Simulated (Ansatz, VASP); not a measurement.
# One calculation of Sn, two programs

Contents of INCAR:

```
PREC     = Accurate       # precision mode
ENCUT    = 520            # plane-wave cutoff, eV
EDIFF    = 1E-7           # SCF threshold, eV
ISMEAR   = 0              # smearing method
SIGMA    = 0.15           # smearing width, eV
LREAL    = F              # projectors in reciprocal space
LASPH    = T              # aspherical terms in the spheres
NELM     = 80             # most SCF steps
ALGO     = Fast           # electronic algorithm
ISIF     = 2              # what is computed and relaxed
LWAVE    = F              # write WAVECAR
LCHARG   = F              # write CHGCAR
GGA      = PS             # functional
NBANDS   = 21             # bands
```

The input KPOINTS:

```
regular mesh
0
Gamma
  12 12 12
```

The input POSCAR:

```
Sn
1.0
   -2.9099000300      2.9099000300      1.5869856476
    2.9099000300     -2.9099000300      1.5869856476
    2.9099000300      2.9099000300     -1.5869856476
Sn
2
Direct
    0.7500000000      0.2500000000      0.5000000000
    0.0000000000      0.0000000000      0.0000000000
```

Input for Ansatz:

```yaml
crystal:
  lattice:
    - [-2.90990003, 2.90990003, 1.5869856476]
    - [2.90990003, -2.90990003, 1.5869856476]
    - [2.90990003, 2.90990003, -1.5869856476]
  atoms:
    - { symbol: Sn, position: [0.75, 0.25, 0.5] }
    - { symbol: Sn, position: [0.0, 0.0, 0.0] }
basis:
  ecutwfc: 420
kpoints:
  mp_grid: { grid: [12, 12, 12] }
hamiltonian:
  xc: pbesol
scf:
  occupations: { method: gaussian, width: 0.15 }
output:
  forces: true
  stress: true
  eigenvalues: true
```

Alike in both runs: task single point; functional PBEsol; k mesh 12 × 12 × 12; occupations gaussian, width 0.15 eV; no spin polarisation.

|  | VASP | Ansatz |
| --- | --- | --- |
| version | VASP 6.6.1 | Ansatz 0.2.0 |
| potentials or method | VASP PAW PBE potentials, release 64 (Sn_d), cutoff 520 eV | scalar-relativistic, plane waves, PAW |
| valence electrons in the cell | 28 | 28 |

|  | VASP | Ansatz | Ansatz less VASP |
| --- | --- | --- | --- |
| gap on the k mesh at the Fermi level (eV) | none | none | - |
| pressure (GPa) | -0.1 | 0.0 | +0.06 |
| traceless stress, the component that is largest in VASP (GPa) | -0.26 | -0.26 | -0.005 |

VASP's potentials were made for PBE, not for PBEsol. A gap of «none» marks a metal or a gap that the smearing closes.
